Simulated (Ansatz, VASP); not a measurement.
LiSi16 in VASP and in Ansatz

```
Si Li
1.0
     0.00000    5.43000    5.43000
     5.43000    0.00000    5.43000
     5.43000    5.43000    0.00000
Si Li
16 1
Direct
  0.99873 0.99879 0.00149
  0.12276 0.12286 0.13250
  0.00105 0.00136 0.49924
  0.12297 0.12308 0.62237
  0.99849 0.50234 0.00115
  0.12819 0.62433 0.12383
  0.99856 0.50246 0.49823
  0.12220 0.63473 0.62167
  0.50219 0.99858 0.00118
  0.62426 0.12822 0.12385
  0.50231 0.99865 0.49826
  0.63440 0.12238 0.62175
  0.50005 0.50007 0.99996
  0.62410 0.62419 0.12368
  0.50195 0.50212 0.49803
  0.62415 0.62423 0.62807
  0.25155 0.25206 0.74882
```

Alike in both runs: functional PBEsol; k mesh 2 × 2 × 2; occupations gaussian, width 0.05 eV; collinear spin.

Ansatz relaxed the structure, and its values are those at the end. VASP's run is a single point on that final structure, the one shown.

|  | VASP | Ansatz |
| --- | --- | --- |
| version | VASP 6.6.1 | Ansatz 0.2.0 |
| potentials or method | VASP PAW PBE potentials, release 64 (Si, Li_sv), cutoff 520 eV | scalar-relativistic, plane waves, PAW |
| valence electrons in the cell | 67 | 67 |

|  | VASP | Ansatz | Ansatz less VASP |
| --- | --- | --- | --- |
| rms of the force components (eV/Å) | 0.005 | 0.005 | +0.0003 |
| net moment per atom (μB) | 0.00 | 0.00 | 0.000 |

VASP's potentials were made for PBE, not for PBEsol. With one functional, cell and mesh, what is left measures potentials, basis and numerics. Ansatz's warnings: seeded moment not kept.

The k mesh is coarse, so the values compare programs but aren't converged. Noted on VASP's run: the cutoff is under 1.25 times that of the potentials, so the pressure is a little rough.
